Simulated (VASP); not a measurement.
Here is a VASP 6.6.1 calculation.

INCAR

```
SYSTEM = Rh
ALGO = Normal
EDIFF = 1E-6
ENCUT = 520
GGA = PE
ISIF = 2
ISMEAR = 0
LASPH = .True.
LCHARG = .False.
LREAL = .False.
LWAVE = .False.
NBANDS = 14
NELM = 80
PREC = Accurate
SIGMA = 0.1
```

KPOINTS

```
k-points
0
Gamma
  24 24 24
  0 0 0
```

Contents of POSCAR:

```
Rh
1.0
    0.0000000000      1.9523197892      1.9523197892
    1.9523197892      0.0000000000      1.9523197892
    1.9523197892      1.9523197892      0.0000000000
Rh
1
Direct
    0.0000000000      0.0000000000      0.0000000000
```

Potentials or basis: VASP PAW PBE potentials, release 64 (Rh_pv).

The run is started by

```bash
$ cat potpaw_PBE.64/Rh_pv/POTCAR > POTCAR
$ mpirun -np 1 vasp_std > vasp.out
```

(1) Predict the pressure.

(2) Predict the band gap on the k mesh.

## Answers

(1) -12.8 GPa.

(2) zero (an odd number of electrons rules out a gap without spin polarisation).

Caveat: the cell stands under tension.
